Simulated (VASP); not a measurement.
# MgO (Pm-3m) in VASP: a series of runs

MgO is run at these levels: PBEsol, PBE, r2SCAN; tasks: vibrations by perturbation theory, dielectric tensor.

All numbers are computed with VASP 6.6.1; they aren't measurements. Logs are shortened: lines on timing, memory, paths and dates and some standing lists are left out, and cuts for length are marked.

### Step 1. The cell of the first run

Symmetry: Pm-3m, No. 221, cubic system. The conventional cell has a = 2.633 Å, b = 2.633 Å, c = 2.633 Å, α = 90.00°, β = 90.00°, γ = 90.00°. Mg (site symmetry m-3m) has 8 O at 2.28 Å and 6 Mg at 2.63 Å within 3.0 Å. Within 3.0 Å of O (site symmetry m-3m) lie 8 Mg at 2.28 Å and 6 O at 2.63 Å.

### Step 2. Vibrations by perturbation theory, PBEsol

INCAR

```
SYSTEM = MgO
PREC = Accurate
ENCUT = 520
EDIFF = 1E-8
ISMEAR = 0
SIGMA = 0.01
LREAL = .FALSE.
LASPH = .TRUE.
NELM = 60
ALGO = Normal
ISIF = 2
LWAVE = .FALSE.
LCHARG = .TRUE.
GGA = PS
NBANDS = 11
IBRION = 8
NSW = 1
LEPSILON = .TRUE.
```

KPOINTS

```
Automatic mesh
0
G
  8 8 8
  0 0 0
```

POSCAR

```
MgO
1.0
    2.6334477580      0.0000000000      0.0000000000
    0.0000000000      2.6334477580      0.0000000000
    0.0000000000      0.0000000000      2.6334477580
Mg O
1 1
Direct
    0.0000000000      0.0000000000      0.0000000000
    0.5000000000      0.5000000000      0.5000000000
```

Potentials or basis: VASP PAW PBE potentials, release 64 (Mg, O).

Started as:

```sh
cat potpaw_PBE.64/Mg/POTCAR potpaw_PBE.64/O/POTCAR > POTCAR
mpirun -np 1 vasp_std > vasp.out
```

OUTCAR:

```text
SYSTEM = MgO
   PREC = Accurate
   ENCUT = 520
   EDIFF = 1E-8
   ISMEAR = 0
   LREAL = .FALSE.
   LASPH = .TRUE.
   NELM = 60
   ISIF = 2
   GGA = PS
   IBRION = 8
   NSW = 1
   LEPSILON = .TRUE.

 ion  position               nearest neighbor table
   1  0.000  0.000  0.000-   2 2.28   2 2.28   2 2.28   2 2.28   2 2.28   2 2.28   2 2.28   2 2.28

   2  0.500  0.500  0.500-   1 2.28   1 2.28   1 2.28   1 2.28   1 2.28   1 2.28   1 2.28   1 2.28

  LATTYP: Found a simple cubic cell.
 ALAT       =     2.6334477580

  Lattice vectors:

 A1 = (   2.6334477580,   0.0000000000,   0.0000000000)
 A2 = (   0.0000000000,   2.6334477580,   0.0000000000)
 A3 = (   0.0000000000,   0.0000000000,   2.6334477580)

Analysis of symmetry for initial positions (statically):
=====================================================================
 Subroutine PRICEL returns:
 Original cell was already a primitive cell.

 Routine SETGRP: Setting up the symmetry group for a
 simple cubic supercell.

 Subroutine GETGRP returns: Found 48 space group operations
 (whereof 48 operations were pure point group operations)
 out of a pool of 48 trial point group operations.

The static configuration has the point symmetry O_h .

Analysis of symmetry for dynamics (positions and initial velocities):
=====================================================================
 Subroutine PRICEL returns:
 Original cell was already a primitive cell.

 Routine SETGRP: Setting up the symmetry group for a
 simple cubic supercell.

 Subroutine GETGRP returns: Found 48 space group operations
 (whereof 48 operations were pure point group operations)
 out of a pool of 48 trial point group operations.

The dynamic configuration has the point symmetry O_h .

 Subroutine INISYM returns: Found 48 space group operations
 (whereof 48 operations are pure point group operations),
 and found     1 'primitive' translations

----------------------------------------------------------------------------------------

                                     Primitive cell

  volume of cell :      18.2631

  direct lattice vectors                    reciprocal lattice vectors
     2.633447758  0.000000000  0.000000000     0.379730335  0.000000000  0.000000000
     0.000000000  2.633447758  0.000000000     0.000000000  0.379730335  0.000000000
     0.000000000  0.000000000  2.633447758     0.000000000  0.000000000  0.379730335

  length of vectors
     2.633447758  2.633447758  2.633447758     0.379730335  0.379730335  0.379730335

  position of ions in fractional coordinates (direct lattice)
     0.000000000  0.000000000  0.000000000
     0.500000000  0.500000000  0.500000000

  ion indices of the primitive-cell ions
   primitive index   ion index
                 1           1
                 2           2

----------------------------------------------------------------------------------------

 KPOINTS: Automatic mesh

Automatic generation of k-mesh.
 Grid dimensions read from file:
 generate k-points for:    8    8    8

 Generating k-lattice:

[... 485 lines left out ...]

 Free energy of the ion-electron system (eV)
  ---------------------------------------------------
  ---------------------------------------------------
  free energy    TOTEN  =        -0.14989546 eV

  energy without entropy =       -0.14989546

------------------------ aborting loop because EDIFF is reached ----------------------------------------

--------------------------------------- Ionic step        2  -------------------------------------------

------------------------ aborting loop because EDIFF is reached ----------------------------------------

--------------------------------------- Ionic step        3  -------------------------------------------

------------------------ aborting loop because EDIFF is reached ----------------------------------------

 PIEZOELECTRIC TENSOR FIELD DIRECTION 3  (e Angst)
 -----------------------------------------------------------------------------
    -0.00038  0.00000  0.00000           (  0.00001  0.00000  0.00000)
     0.00000 -0.00038 -0.00000           (  0.00000  0.00001  0.00000)
    -0.00000  0.00000  0.00056           (  0.00000  0.00000 -0.00003)

 PIEZOELECTRIC TENSOR FIELD DIRECTION 3  (C/m^2)
 -----------------------------------------------------------------------------
    -0.00034  0.00000  0.00000
     0.00000 -0.00034 -0.00000
    -0.00000  0.00000  0.00049

--------------------------------------- Ionic step        4  -------------------------------------------

------------------------ aborting loop because EDIFF is reached ----------------------------------------

[... ionic steps 5 to 6 ...]

--------------------------------------- Ionic step        7  -------------------------------------------

 Free energy of the ion-electron system (eV)
  ---------------------------------------------------
  ---------------------------------------------------
  free energy    TOTEN  =        -0.35621534 eV

  energy without entropy =       -0.35621534

------------------------ aborting loop because EDIFF is reached ----------------------------------------

 INTERNAL STRAIN TENSOR  FOR ION    2  DIRECTION 1   (eV/Angst):
 -----------------------------------------------------------------------------
    -0.00915  0.00000 -0.00000
     0.00000  0.01309 -0.00000
    -0.00000 -0.00000  0.01309

 MACROSCOPIC STATIC DIELECTRIC TENSOR (including local field effects in DFT)
 ------------------------------------------------------
           3.736241     0.000000    -0.000000
           0.000000     3.736241     0.000000
          -0.000000     0.000000     3.736241
 ------------------------------------------------------

 PIEZOELECTRIC TENSOR (including local field effects)  for field in x, y, z        (e  Angst)
          XX          YY          ZZ          XY          YZ          ZX
  --------------------------------------------------------------------------------
  x     0.00000     0.00000     0.00000     0.00000     0.00000     0.00000
  y     0.00000     0.00000     0.00000     0.00000     0.00000     0.00000
  z     0.00000     0.00000     0.00000     0.00000     0.00000     0.00000

 PIEZOELECTRIC TENSOR (including local field effects)  for field in x, y, z        (C/m^2)
          XX          YY          ZZ          XY          YZ          ZX
  --------------------------------------------------------------------------------
  x     0.00000     0.00000     0.00000     0.00000     0.00000     0.00000
  y     0.00000     0.00000     0.00000     0.00000     0.00000     0.00000
  z     0.00000     0.00000     0.00000     0.00000     0.00000     0.00000

 BORN EFFECTIVE CHARGES (including local field effects) (in |e|, cummulative output)
 ---------------------------------------------------------------------------------
 ion    1
    1     2.12169    -0.00000     0.00000
    2     0.00000     2.12169     0.00000
    3    -0.00000     0.00000     2.12169
 ion    2
    1    -2.12169     0.00000     0.00000
    2    -0.00000    -2.12169     0.00000
    3     0.00000    -0.00000    -2.12169

 INTERNAL STRAIN TENSOR FOR ION    2 for displacements in x,y,z  (eV/Angst):
          X           Y           Z          XY          YZ          ZX
  --------------------------------------------------------------------------------
  x     0.00000     0.00000     0.00000     0.00000     0.00000     0.00000
  y     0.00000     0.00000     0.00000     0.00000     0.00000     0.00000
  z     0.00000     0.00000     0.00000     0.00000     0.00000     0.00000

 SECOND DERIVATIVES (NOT SYMMETRIZED)
 ------------------------------------
               1X          1Y          1Z          2X          2Y          2Z
  1X    -0.589889   -0.000000    0.000000    0.589889    0.000000    0.000000
  1Y     0.000000   -0.589889    0.000000   -0.000000    0.589889    0.000000
  1Z     0.000000    0.000000   -0.589889    0.000000    0.000000    0.589889
  2X     0.580489   -0.000000   -0.000000   -0.580489    0.000000    0.000000
  2Y     0.000000    0.580489    0.000000   -0.000000   -0.580489   -0.000000
  2Z     0.000000    0.000000    0.580489   -0.000000   -0.000000   -0.580489

 Eigenvectors and eigenvalues of the dynamical matrix
 ----------------------------------------------------

   1 f  =    3.846929 THz    24.170969 2PiTHz  128.319745 cm-1    15.909614 meV
             X         Y         Z           dx          dy          dz
      0.000000  0.000000  0.000000     0.000000    0.633110   -0.000000
      1.316724  1.316724  1.316724    -0.000000   -0.774062    0.000000
[... 21 lines left out ...]
   6 f/i=    0.015143 THz     0.095145 2PiTHz    0.505107 cm-1     0.062625 meV
             X         Y         Z           dx          dy          dz
      0.000000  0.000000  0.000000    -0.000000   -0.000000   -0.774062
      1.316724  1.316724  1.316724     0.000000    0.000000   -0.633110

--------------------------------------------------------------------------------------------------------

 MACROSCOPIC STATIC DIELECTRIC TENSOR IONIC CONTRIBUTION
 ------------------------------------------------------
          76.215635    -0.000000    -0.000000
          -0.000000    76.215635     0.000000
          -0.000000     0.000000    76.215635
 ------------------------------------------------------

 ELASTIC MODULI CONTR FROM IONIC RELAXATION (kBar)
 Direction    XX          YY          ZZ          XY          YZ          ZX
 --------------------------------------------------------------------------------
 XX           0.0000      0.0000      0.0000      0.0000      0.0000      0.0000
 YY           0.0000      0.0000      0.0000      0.0000      0.0000      0.0000
 ZZ           0.0000      0.0000      0.0000      0.0000      0.0000      0.0000
 XY           0.0000      0.0000      0.0000      0.0000      0.0000      0.0000
 YZ           0.0000      0.0000      0.0000      0.0000      0.0000      0.0000
 ZX           0.0000      0.0000      0.0000      0.0000      0.0000      0.0000
 --------------------------------------------------------------------------------

 PIEZOELECTRIC TENSOR IONIC CONTR  for field in x, y, z        (C/m^2)
          XX          YY          ZZ          XY          YZ          ZX
  --------------------------------------------------------------------------------
  x     0.00000     0.00000     0.00000     0.00000     0.00000     0.00000
  y     0.00000     0.00000     0.00000     0.00000     0.00000     0.00000
  z     0.00000     0.00000     0.00000     0.00000     0.00000     0.00000
```

It took 47 s on 1 thread of AMD EPYC 9R45 (Zen 5), shared host; peak memory 0.13 GiB.

What came out:

| Property | Result |
| --- | --- |
| Electronic dielectric tensor (diagonal) | 3.74 |
| Born charges (mean of the diagonal) | Mg +2.12; O -2.12 e |
| Highest phonon frequency at Γ, LO-TO splitting left out | 128 cm⁻¹ |

Phonon frequencies in cm⁻¹ (negative: imaginary):
| q point | frequencies |
| --- | --- |
| (0.000, 0.000, 0.000) | -1 -1 -1 128 128 128 |

Electronic dielectric tensor:
```
3.74 0.00 0.00
0.00 3.74 0.00
0.00 0.00 3.74
```

Born effective charge tensors (e):
atom 1, Mg
```
2.12 0.00 0.00
0.00 2.12 0.00
0.00 0.00 2.12
```
atom 2, O
```
-2.12  0.00  0.00
 0.00 -2.12  0.00
 0.00  0.00 -2.12
```

[end of part 1 of 3]
